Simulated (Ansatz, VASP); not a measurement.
# H6C2O: VASP beside Ansatz

```
C O H
1.0
     7.29363    0.00000    0.00000
     0.00000    7.29363    0.00000
     0.00000    0.00000    7.29363
C O H
8 4 24
Direct
  0.46136 0.82892 0.95461
  0.31303 0.95279 0.02751
  0.78465 0.38002 0.15107
  0.69135 0.47389 0.30977
  0.25608 0.47171 0.62872
  0.22130 0.64882 0.52684
  0.89870 0.86625 0.76350
  0.88198 0.06125 0.82828
  0.29024 0.09624 0.89698
  0.71668 0.35833 0.46396
  0.05522 0.62708 0.42653
  0.70960 0.12931 0.76649
  0.19279 0.17582 0.94113
  0.18382 0.87476 0.04593
  0.35268 0.00979 0.16211
  0.49000 0.71627 0.05047
  0.41982 0.77104 0.82197
  0.58553 0.91022 0.93219
  0.65740 0.41651 0.56773
  0.75254 0.60989 0.33450
  0.54354 0.49292 0.28153
  0.77146 0.46243 0.02579
  0.93099 0.36163 0.18216
  0.72241 0.24477 0.12836
  0.02857 0.74251 0.36550
  0.20861 0.76380 0.62422
  0.33591 0.68160 0.43362
  0.38153 0.48143 0.71144
  0.14118 0.44116 0.72134
  0.27073 0.35697 0.53238
  0.70265 0.25660 0.80487
  0.89028 0.06658 0.98025
  0.99629 0.14289 0.77029
  0.02422 0.80368 0.81763
  0.78120 0.78447 0.80925
  0.90301 0.86214 0.61339
```

Alike in both runs: functional PBEsol; k mesh 1 × 1 × 1; occupations fermi-dirac, width 0.05 eV; no spin polarisation.

Ansatz relaxed the structure, and its values are those at the end. VASP's run is a single point on that final structure, the one shown.

|  | VASP | Ansatz |
| --- | --- | --- |
| version | VASP 6.6.1 | Ansatz 0.2.0 |
| potentials or method | VASP PAW PBE potentials, release 64 (C, O, H), cutoff 520 eV | scalar-relativistic, plane waves, PAW |
| valence electrons in the cell | 80 | 80 |

```csv
,VASP,Ansatz,Ansatz less VASP
rms of the force components (eV/Å),0.097,0.098,+0.0010
```

VASP's potentials were made for PBE, not for PBEsol. The functional is the same, so the differences come from potentials, cutoffs and numerics.
